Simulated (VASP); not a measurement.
# Bi (P2_1/m) in VASP: notebook, part 3 of 3

VASP 6.6.1. Earlier steps stand in the parts before.

## Step 5: Single point, LDA

INCAR

```
PREC     = Accurate       # precision mode
ENCUT    = 520            # plane-wave cutoff, eV
EDIFF    = 1E-7           # SCF threshold, eV
ISMEAR   = -1             # smearing method
SIGMA    = 0.05           # smearing width, eV
LREAL    = F              # projectors in reciprocal space
LASPH    = T              # aspherical terms in the spheres
NELM     = 80             # most SCF steps
ALGO     = Fast           # electronic algorithm
ISIF     = 2              # what is computed and relaxed
LWAVE    = F              # write WAVECAR
LCHARG   = F              # write CHGCAR
GGA      = CA             # functional
NBANDS   = 38             # bands
```

KPOINTS

```
regular mesh
0
Gamma
  6 6 4
```

POSCAR

```
Bi
1.0
    4.6584121839      0.0000000000      0.0000000000
    0.0000000000      4.5263885800      0.0000000000
   -0.3459734563      0.0000000000      6.5119480672
Bi
4
Direct
    0.2513749200      0.2500000000      0.7487333800
    0.7486250800      0.7500000000      0.2512666200
    0.2498876900      0.2500000000      0.2488803300
    0.7501123100      0.7500000000      0.7511196700
```

Potentials or basis: VASP PAW LDA potentials, release 64 (Bi_d).

On the command line:

```bash
> cat potpaw_LDA.64/Bi_d/POTCAR > POTCAR
> mpirun -np 1 vasp_std > vasp.out
```

OUTCAR:

```text
PREC = Accurate
   ENCUT = 520
   EDIFF = 1E-7
   ISMEAR = -1
   LREAL = F
   LASPH = T
   NELM = 80
   ISIF = 2
   GGA = CA

 ion  position               nearest neighbor table
   1  0.251  0.250  0.749-   4 3.24   4 3.24   4 3.25   4 3.25   3 3.26   3 3.26
   2  0.749  0.750  0.251-   3 3.24   3 3.24   3 3.25   3 3.25   4 3.26   4 3.26
   3  0.250  0.250  0.249-   2 3.24   2 3.24   2 3.25   2 3.25   1 3.26   1 3.26
   4  0.750  0.750  0.751-   1 3.24   1 3.24   1 3.25   1 3.25   2 3.26   2 3.26

  LATTYP: Found a simple monoclinic cell.
 ALAT       =     4.6584121839
 B/A-ratio  =     0.9716590978
 C/A-ratio  =     1.3998615729
 COS(beta)  =    -0.0530542006

  Lattice vectors:

 A1 = (   4.6584121839,   0.0000000000,   0.0000000000)
 A2 = (   0.0000000000,   4.5263885800,   0.0000000000)
 A3 = (  -0.3459734563,   0.0000000000,   6.5119480672)

Analysis of symmetry for initial positions (statically):
=====================================================================
 Subroutine PRICEL returns:
 Original cell was already a primitive cell.

 Routine SETGRP: Setting up the symmetry group for a
 simple monoclinic supercell.

 Subroutine GETGRP returns: Found  4 space group operations
 (whereof  2 operations were pure point group operations)
 out of a pool of  4 trial point group operations.

The static configuration has the point symmetry S_2 .
 The point group associated with its full space group is C_2h.

Analysis of symmetry for dynamics (positions and initial velocities):
=====================================================================
 Subroutine PRICEL returns:
 Original cell was already a primitive cell.

 Routine SETGRP: Setting up the symmetry group for a
 simple monoclinic supercell.

 Subroutine GETGRP returns: Found  4 space group operations
 (whereof  2 operations were pure point group operations)
 out of a pool of  4 trial point group operations.

The dynamic configuration has the point symmetry S_2 .
 The point group associated with its full space group is C_2h.

 Subroutine INISYM returns: Found  4 space group operations
 (whereof  2 operations are pure point group operations),
 and found     1 'primitive' translations

----------------------------------------------------------------------------------------

                                     Primitive cell

  volume of cell :     137.3095

  direct lattice vectors                    reciprocal lattice vectors
     4.658412184  0.000000000  0.000000000     0.214665418  0.000000000  0.011404965
     0.000000000  4.526388580  0.000000000     0.000000000  0.220926680  0.000000000
    -0.345973456  0.000000000  6.511948067     0.000000000  0.000000000  0.153563878

  length of vectors
     4.658412184  4.526388580  6.521132207     0.214968172  0.220926680  0.153563878

  position of ions in fractional coordinates (direct lattice)
     0.251374920  0.250000000  0.748733380
     0.748625080  0.750000000  0.251266620
     0.249887690  0.250000000  0.248880330
     0.750112310  0.750000000  0.751119670

  ion indices of the primitive-cell ions
   primitive index   ion index
                 1           1
                 2           2
                 3           3
                 4           4

[... 24 lines left out ...]
 Found     56 irreducible k-points:

 Following reciprocal coordinates:
            Coordinates               Weight
  0.000000  0.000000  0.000000      1.000000
  0.166667  0.000000 -0.000000      2.000000
  0.333333  0.000000 -0.000000      2.000000
  0.500000  0.000000 -0.000000      1.000000
  0.000000  0.166667  0.000000      2.000000
  0.166667  0.166667 -0.000000      4.000000
[... 16 lines left out ...]
  0.000000  0.166667  0.250000      4.000000
  0.166667  0.166667  0.250000      4.000000
 [... further k-points ...]
   k-points           NKPTS =     56   k-points in BZ     NKDIM =     56   number of bands    NBANDS=     38
   number of dos      NEDOS =    301   number of ions     NIONS =      4
   total plane-waves  NPLWV =  62208
   dimension x,y,z NGX =    36 NGY =   36 NGZ =   48
   dimension x,y,z NGXF=    72 NGYF=   72 NGZF=   96
   ions per type =               4
   NGX,Y,Z   is equivalent  to a cutoff of  12.85, 13.22, 12.24 a.u.
   NGXF,Y,Z  is equivalent  to a cutoff of  25.69, 26.44, 24.47 a.u.
 SYSTEM =  unknown system
   PREC   = accura    normal or accurate (medium, high low for compatibility)
   ISTART =      0    job   : 0-new  1-cont  2-samecut
   ICHARG =      2    charge: 1-file 2-atom 10-const
   ISPIN  =      1    spin polarized calculation?
   LNONCOLLINEAR =      F non collinear calculations
   LSORBIT =      F    spin-orbit coupling
   LASPH  =      T    aspherical Exc in radial PAW
   ENCUT  =  520.0 eV  38.22 Ry    6.18 a.u.   8.66  8.42 12.12*2*pi/ulx,y,z
   NELM   =     80;   NELMIN=  2; NELMDL= -5     # of ELM steps
   EDIFF  = 0.1E-06   stopping-criterion for ELM
   LREAL  =      F    real-space projection
   EDIFFG = 0.1E-05   stopping-criterion for IOM
   NSW    =      0    number of steps for IOM
   IBRION =     -1    ionic relax: 0-MD 1-quasi-New 2-CG
   NFREE  =      0    steps in history (QN), initial steepest desc. (CG)
   ISIF   =      2    stress and relaxation
   ISYM   =      2    0-nonsym 1-usesym 2-fastsym
   POTIM  = 0.5000    time-step for ionic-motion
   TEBEG  =    0.0;   TEEND  =   0.0 temperature during run
   PSTRESS=    0.0 pullay stress
   NELECT =      60.0000    total number of electrons
   NUPDOWN=      -1.0000    fix difference up-down
   EMIN   =  10.00;   EMAX   =-10.00  energy-range for DOS
   EFERMI =   0.00;   METHOD = LEGACY
   ISMEAR =    -1;   SIGMA  =   0.05  broadening in eV -4-tet -1-fermi 0-gaus
   EFERMI_NEDOS =   21; number of points for ismear=-14 and -15
   IALGO  =     68    algorithm
   IMIX   =      4    mixing-type and parameters
     AMIX     =   0.40;   BMIX     =  1.00
     AMIX_MAG =   1.60;   BMIX_MAG =  1.00
  volume/ion in A,a.u.               =      34.33       231.65
  Fermi-wavevector in a.u.,A,eV,Ry     =   1.242296  2.347599 20.997856  1.543299
  Thomas-Fermi vector in A             =   2.376656
   LORBIT       =      0    0 simple, 1 ext, 2 COOP (PROOUT), +10 PAW based schemes
   GGA     = CA    functional components
   LHFCALC =     F    Hartree Fock is set to
   AEXX    =    0.0000 exact exchange contribution
   IVDW    =     0    specifies the selected vdW correction
   LEPSILON=     F    determine dielectric tensor
   LRPA    =     F    only Hartree local field effects (RPA)
 non-spin polarized calculation
 RMM-DIIS sequential band-by-band and
  energy-cutoff  :      520.00
  volume of cell :      137.31
 maximum number of plane-waves:      3737
 NGX is ok and might be reduce to    36
   NGX = 17   NGY = 17   NGZ = 25

 number of electron      60.0000001 magnetization

 Free energy of the ion-electron system (eV)
  ---------------------------------------------------
  ext. energy  EPLUGINS =         0.00000000
  ---------------------------------------------------
  free energy    TOTEN  =       -18.06658022 eV

  energy without entropy =      -18.04238053  energy(sigma->0) =      -18.05448038

 E-fermi :   6.3405     XC(G=0):  -9.9452

 val. band max:        6.3384838767   @ k =  -0.1667   0.3333   0.2500
 cond. band min:       6.3554416989   @ k =   0.5000   0.0000   0.5000
 fundamental gap:      0.0169578221
 Fermi energy:         6.3404981464

 k-point     1 :       0.0000    0.0000    0.0000
  band No.  band energies     occupation
      1     -16.5580      2.00000
      2     -16.5462      2.00000
      3     -16.5450      2.00000
      4     -16.4215      2.00000
      5     -16.4108      2.00000
      6     -16.4024      2.00000
[... 973 lines left out ...]
     37      10.9888      0.00000
     38      11.3048      0.00000

 [... further k-points ...]

------------------------ aborting loop because EDIFF is reached ----------------------------------------

  FORCE on cell =-STRESS in cart. coord.  units (eV):
  Direction    XX          YY          ZZ          XY          YZ          ZX
  --------------------------------------------------------------------------------------
  -------------------------------------------------------------------------------------
  Total       -2.8553640     -2.2534610     -1.4086115      0.0000000      0.0000000      0.2791036
  in kB      -33.3174222    -26.2941994    -16.4361891      0.0000000      0.0000000      3.2566823
  external PRESSURE =     -25.3492702 kB  Pullay stress =       0.0000000 kB

 VOLUME and BASIS-vectors are now :
 -----------------------------------------------------------------------------
  energy-cutoff  :      520.00
  volume of cell :      137.31
      direct lattice vectors                 reciprocal lattice vectors
     4.658412184  0.000000000  0.000000000     0.214665418  0.000000000  0.011404965
     0.000000000  4.526388580  0.000000000     0.000000000  0.220926680  0.000000000
    -0.345973456  0.000000000  6.511948067     0.000000000  0.000000000  0.153563878

 POSITION                                       TOTAL-FORCE (eV/Angst)
 -----------------------------------------------------------------------------------
      0.91197      1.13160      4.87571         0.000636     -0.000000      0.001161
      3.40047      3.39479      1.63624        -0.000636     -0.000000     -0.001161
      1.07797      1.13160      1.62070         0.000692      0.000000      0.004156
      3.23446      3.39479      4.89125        -0.000692     -0.000000     -0.004156
 -----------------------------------------------------------------------------------
    total drift:                                0.000000      0.000000      0.000000

  FREE ENERGIE OF THE ION-ELECTRON SYSTEM (eV)
  ---------------------------------------------------
  free  energy   TOTEN  =       -18.0665802240 eV

  energy  without entropy=      -18.0423805339  energy(sigma->0) =      -18.05448038
```

Wall time 4 min (1 thread of Intel Xeon Platinum 8375C at 2.90GHz (Ice Lake), shared host); peak memory 0.33 GiB.

Results:

- Free energy: -18.0666 eV
- Pressure: -2.5 GPa
- Largest force: 0.004 eV/Å
- Band gap on the k mesh: zero (bands 30 and 31 overlap by 0.33 eV)

Forces in eV/Å, atoms in the order of the input:
```
Bi   0.001  0.000  0.001
Bi  -0.001  0.000 -0.001
Bi   0.001  0.000  0.004
Bi  -0.001  0.000 -0.004
```

Stress tensor (GPa, compression positive):
```
-3.33  0.00  0.33
 0.00 -2.63  0.00
 0.33  0.00 -1.64
```

Levels at points of the mesh, in eV from the Fermi level:
| k point | band 26 | band 27 | band 28 | band 29 | band 30 | band 31 | band 32 | band 33 | band 34 | band 35 |
| --- | --- | --- | --- | --- | --- | --- | --- | --- | --- | --- |
| (0.00, 0.00, 0.00) | -3.24 | -2.95 | -1.72 | -1.22 | -1.12 | 2.79 | 3.01 | 3.11 | 3.28 | 4.89 |
| (0.50, 0.00, 0.00) | -3.42 | -0.96 | -0.95 | -0.85 | -0.81 | 0.95 | 1.00 | 1.05 | 1.05 | 4.57 |
| (0.00, 0.50, 0.00) | -3.39 | -1.18 | -1.18 | -1.01 | -1.01 | 0.76 | 0.76 | 0.82 | 0.82 | 4.69 |
| (0.50, 0.50, 0.00) | -4.96 | -3.29 | -3.29 | -2.90 | -2.90 | 2.78 | 2.78 | 4.86 | 4.86 | 5.05 |
| (0.00, 0.00, 0.50) | -2.51 | -2.22 | -2.21 | -1.81 | -1.81 | 2.00 | 2.01 | 3.55 | 3.55 | 3.87 |
| (0.50, 0.00, 0.50) | -0.58 | -0.24 | -0.23 | -0.18 | -0.18 | -0.10 | -0.09 | 0.01 | 0.02 | 0.03 |
| (0.00, 0.50, 0.50) | -0.53 | -0.53 | -0.53 | -0.22 | -0.22 | -0.21 | -0.21 | -0.13 | -0.13 | -0.12 |
| (0.50, 0.50, 0.50) | -4.20 | -4.20 | -4.20 | 0.12 | 0.12 | 0.13 | 0.13 | 5.43 | 5.43 | 5.44 |

Caveat: spin-orbit coupling is left out, which moves the levels of the heavy elements.

## Step 6: The runs side by side

```tsv
task	level	potentials or basis	cell	cutoff (eV)	gap on the mesh (eV)	pressure (GPa)
single point	PBE	VASP PAW PBE potentials, release 64 (Bi_d)	as given	520	none	1.1
relaxation of cell and atoms	PBEsol	VASP PAW PBE potentials, release 64 (Bi_d)	relaxed	600	-	0.0
single point	LDA	VASP PAW LDA potentials, release 64 (Bi_d)	as given	520	none	-2.5
```

Alike in all rows: no spin polarisation; k mesh 6 × 6 × 4; smearing fermi-dirac 0.05 eV.

Caveats: spin-orbit coupling is left out, which moves the levels of the heavy elements; the highest band is partly filled, so the run has too few bands (at least some runs); the PAW data sets were made with another functional, which shifts forces and pressure a little (at least some runs).

Total energies depend on the potentials used, so only differences within one code and one set of settings carry meaning.
